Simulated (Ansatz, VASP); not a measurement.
**KMgF3: VASP beside Ansatz**

INCAR

```
SYSTEM = KMgF3
PREC = Accurate
ENCUT = 520
EDIFF = 1E-6
ISMEAR = 0
SIGMA = 0.05
LREAL = .False.
LASPH = .True.
NELM = 80
ALGO = Normal
ISIF = 2
LWAVE = .False.
LCHARG = .False.
GGA = PS
NBANDS = 24
```

The input KPOINTS:

```
regular mesh
0
Gamma
  6 6 6
  0 0 0
```

POSCAR

```
KMgF3
1.0
    4.0456885000      0.0000000000      0.0000000000
    0.0000000000      4.0456885000      0.0000000000
    0.0000000000      0.0000000000      3.9261115000
K Mg F
1 1 3
Direct
    0.5000000000      0.5000000000      0.5000000000
    0.0000000000      0.0000000000      0.0000000000
    0.5000000000      0.0000000000      0.0000000000
    0.0000000000      0.5000000000      0.0000000000
    0.0000000000      0.0000000000      0.5000000000
```

Input for Ansatz:

```yaml
crystal:
  lattice:
    - [4.0456885, 0.0, 0.0]
    - [0.0, 4.0456885, 0.0]
    - [0.0, 0.0, 3.9261115]
  atoms:
    - { symbol: K, position: [0.5, 0.5, 0.5] }
    - { symbol: Mg, position: [0.0, 0.0, 0.0] }
    - { symbol: F, position: [0.5, 0.0, 0.0] }
    - { symbol: F, position: [0.0, 0.5, 0.0] }
    - { symbol: F, position: [0.0, 0.0, 0.5] }
basis:
  ecutwfc: 420
kpoints:
  mp_grid: { grid: [6, 6, 6] }
hamiltonian:
  xc: pbesol
scf:
  occupations: { method: gaussian, width: 0.05 }
output:
  forces: true
  stress: true
  eigenvalues: true
```

Change from the starting cell: strain +0.015 along x and y, -0.015 along z, atoms carried along.

Alike in both runs: task single point; functional PBEsol; k mesh 6 × 6 × 6; occupations gaussian, width 0.05 eV; no spin polarisation.

|  | VASP | Ansatz |
| --- | --- | --- |
| version | VASP 6.6.1 | Ansatz 0.2.0 |
| potentials or method | VASP PAW PBE potentials, release 64 (K_sv, Mg, F), cutoff 520 eV | scalar-relativistic, plane waves, PAW |
| valence electrons in the cell | 32 | 40 |

Ansatz gave:

| Item | Value |
| --- | --- |
| gap on the k mesh at the Fermi level (eV) | 7.03 |
| least direct gap on the mesh (eV) | 7.36 |
| pressure (GPa) | -0.6 |
| traceless stress, the component that is largest in VASP (GPa) | 1.97 |

Task: What did VASP give for the same quantities?

Result: gap on the k mesh at the Fermi level (eV): 7.01; least direct gap on the mesh (eV): 7.33; pressure (GPa): -1.0; traceless stress, the component that is largest in VASP (GPa): 1.96.

VASP's potentials were made for PBE, not for PBEsol. VASP's potentials hold 32 valence electrons a cell and Ansatz's 40, so a difference there can come from the potentials and not from the codes.
